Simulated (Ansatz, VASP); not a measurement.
## Two plane-wave programs on GaSb

The input POSCAR:

```
GaSb
1.0
    0.0000000000      3.0480000000      3.0480000000
    3.0480000000      0.0000000000      3.0480000000
    3.0480000000      3.0480000000      0.0000000000
Ga Sb
1 1
Direct
    0.0000000000      0.0000000000      0.0000000000
    0.2500000000      0.2500000000      0.2500000000
```

Contents of INCAR.step1:

```
  PREC = Accurate
  ENCUT = 600
  ISMEAR = 0
  SIGMA = 0.02
  LREAL = False
  LASPH = True
  NELM = 80
  GGA = PE
  ALGO = Normal
  EDIFF = 1E-4
  LWAVE = True
  LCHARG = False
```

Contents of INCAR.step2:

```
  PREC = Accurate
  ENCUT = 600
  EDIFF = 1E-7
  ISMEAR = 0
  SIGMA = 0.02
  LREAL = False
  LASPH = True
  NELM = 80
  ALGO = Normal
  ISIF = 3
  LWAVE = False
  LCHARG = False
  METAGGA = R2SCAN
  LMIXTAU = True
  IBRION = 2
  NSW = 100
  EDIFFG = -0.002
  ISTART = 1
```

Contents of KPOINTS:

```
Automatic mesh
0
Gamma
  8 8 8
```

Input for Ansatz:

```yaml
crystal:
  lattice:
    - [0.0, 3.048, 3.048]
    - [3.048, 0.0, 3.048]
    - [3.048, 3.048, 0.0]
  atoms:
    - { symbol: Ga, position: [0.0, 0.0, 0.0] }
    - { symbol: Sb, position: [0.25, 0.25, 0.25] }
basis:
  ecutwfc: 500
kpoints:
  mp_grid: { grid: [8, 8, 8] }
hamiltonian:
  xc: r2scan
  pseudopotentials: { kind: paw, azcp: { folder: soft_1 } }
scf:
  occupations: { method: gaussian, width: 0.02 }
output:
  forces: true
  stress: true
  eigenvalues: true
  write_density: true
  write_potential: true
  elf: true
  volumetric_format: npy
relax:
  adjacent_minimum: "off"
  f_tol: 0.002
  max_steps: 80
  cell: { stress_tol: 0.02 }
```

Alike in both runs: task relaxation of cell and atoms; functional r2SCAN; k mesh 8 × 8 × 8; occupations gaussian, width 0.02 eV; no spin polarisation.

|  | VASP | Ansatz |
| --- | --- | --- |
| version | VASP 6.6.1 | Ansatz 0.2.0 |
| potentials or method | VASP PAW PBE potentials, release 64 (Ga_d, Sb), cutoff 600 eV | scalar-relativistic, plane waves, PAW |
| valence electrons in the cell | 18 | 28 |

|  | VASP | Ansatz | Ansatz less VASP |
| --- | --- | --- | --- |
| gap on the k mesh at the Fermi level, each at its own relaxed structure (eV) | 0.39 | 0.42 | +0.026 |
| relaxed volume (Å³/atom) | 28.85 | 28.83 | -0.016 |
| relaxed cell length with the largest relative difference (Å) | 4.337 | 4.337 | -0.0008 |

VASP's potentials were made for PBE, not for r2SCAN. VASP's potentials hold 18 valence electrons a cell and Ansatz's 28, so a difference there can come from the potentials and not from the codes.

Neither program's run includes spin-orbit coupling.
